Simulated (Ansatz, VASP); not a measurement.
## Two plane-wave programs on BN

```
CELL_PARAMETERS angstrom
0.00000 1.78375 1.87294
1.78375 0.00000 1.87294
1.78375 1.78375 0.00000
ATOMIC_POSITIONS crystal
B 0.00000 0.00000 0.00000
N 0.75000 0.75000 0.75000
```

Alike in both runs: task single point; functional LDA; k mesh 12 × 12 × 12; occupations gaussian, width 0.05 eV; no spin polarisation.

|  | VASP | Ansatz |
| --- | --- | --- |
| version | VASP 6.6.1 | Ansatz 0.2.0 |
| potentials or method | VASP PAW LDA potentials, release 64 (B, N), cutoff 520 eV | scalar-relativistic, plane waves, PAW |
| valence electrons in the cell | 8 | 8 |

Ansatz gave:

* gap on the k mesh at the Fermi level (eV): 3.91
* least direct gap on the mesh (eV): 8.38
* pressure (GPa): -14.2
* traceless stress, the component that is largest in VASP (GPa): -21.19

Question: Which values does VASP return?

Answer: gap on the k mesh at the Fermi level (eV): 3.89; least direct gap on the mesh (eV): 8.37; pressure (GPa): -13.4; traceless stress, the component that is largest in VASP (GPa): -21.19.

LDA's correlation is that of Perdew and Zunger in VASP and of Perdew and Wang (1992) in Ansatz.
